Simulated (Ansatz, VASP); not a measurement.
## InO: VASP beside Ansatz

```
CELL_PARAMETERS angstrom
3.36727 0.00000 0.00000
-1.68364 2.91614 0.00000
0.00000 0.00000 16.67095
ATOMIC_POSITIONS crystal
In 0.66667 0.33333 0.59002
In 0.66667 0.33333 0.40998
O 0.00000 0.00000 0.63987
O 0.00000 0.00000 0.36013
```

Change from the starting cell: strain -0.025 along x and y, +0.050 along z, atoms carried along.

Alike in both runs: task single point; functional LDA; k mesh 12 × 12 × 2; occupations gaussian, width 0.03 eV; no spin polarisation.

|  | VASP | Ansatz |
| --- | --- | --- |
| version | VASP 6.6.1 | Ansatz 0.2.0 |
| potentials or method | VASP PAW LDA potentials, release 64 (In_d, O), cutoff 520 eV | scalar-relativistic, plane waves, PAW |
| valence electrons in the cell | 38 | 38 |

Ansatz gave:

```
gap on the k mesh at the Fermi level (eV) : 0.06
least direct gap on the mesh (eV)         : 1.11
rms of the force components (eV/Å)        : 0.249
```

Question: Estimate VASP's values.

Answer: gap on the k mesh at the Fermi level (eV): 0.05; least direct gap on the mesh (eV): 1.12; rms of the force components (eV/Å): 0.243.

LDA's correlation is that of Perdew and Zunger in VASP and of Perdew and Wang (1992) in Ansatz. Atom by atom the forces differ by 0.018 eV/Å (rms over components).
